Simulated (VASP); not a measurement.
Write the native input for VASP 6.6.1 that does the following.

| Property | Result |
| --- | --- |
| Task | single point |
| Functional | PBE |
| Potentials or basis | VASP PAW PBE potentials, release 64 (Zn, Se) |
| Cutoff | 500 eV |
| k mesh | 8 × 6 × 8 |
| Occupations | gaussian, width 0.02 eV |
| Spin | no spin polarisation |
| Dipole correction | no |
| Further INCAR settings | ALGO = Normal; EDIFF = 1e-06; NBANDS = 26 |

The structure of ZnSe (v.eA) lies in POSCAR:

```
ZnSe
1.0
    4.0538030781      0.0000000000      0.0000000000
    0.0000000000      5.7329433119      0.0000000000
    0.0000000000      0.0000000000      4.0538030781
Zn Se
2 2
Direct
    0.0000000000      0.0000000000      0.0000000000
    0.5000000000      0.5000000000      0.5000000000
    0.5000000000      0.2500000000      0.0000000000
    0.0000000000      0.7500000000      0.5000000000
```

These files were run (other wordings do the same):

INCAR

```
PREC     = Accurate       # precision mode
ENCUT    = 500            # plane-wave cutoff, eV
EDIFF    = 1E-6           # SCF threshold, eV
ISMEAR   = 0              # smearing method
SIGMA    = 0.02           # smearing width, eV
LREAL    = False          # projectors in reciprocal space
LASPH    = True           # aspherical terms in the spheres
NELM     = 120            # most SCF steps
ALGO     = Normal         # electronic algorithm
ISIF     = 2              # what is computed and relaxed
LWAVE    = False          # write WAVECAR
LCHARG   = False          # write CHGCAR
GGA      = PE             # functional
NBANDS   = 26             # bands
GGA_COMPAT= False
```

KPOINTS

```
regular mesh
0
Gamma
  8 6 8
```

Potentials or basis: VASP PAW PBE potentials, release 64 (Zn, Se).

Run with:

```sh
$ cat potpaw_PBE.64/Zn/POTCAR potpaw_PBE.64/Se/POTCAR > POTCAR
$ mpirun -np 1 vasp_std > vasp.out
```

It gave:

```json
{
  "Pressure": "0.2 GPa",
  "Band gap on the k mesh": "1.15 eV"
}
```

Wall time 2.9 min on 1 thread of Intel Xeon 8259CL, on a shared host, peak memory 0.26 GiB.
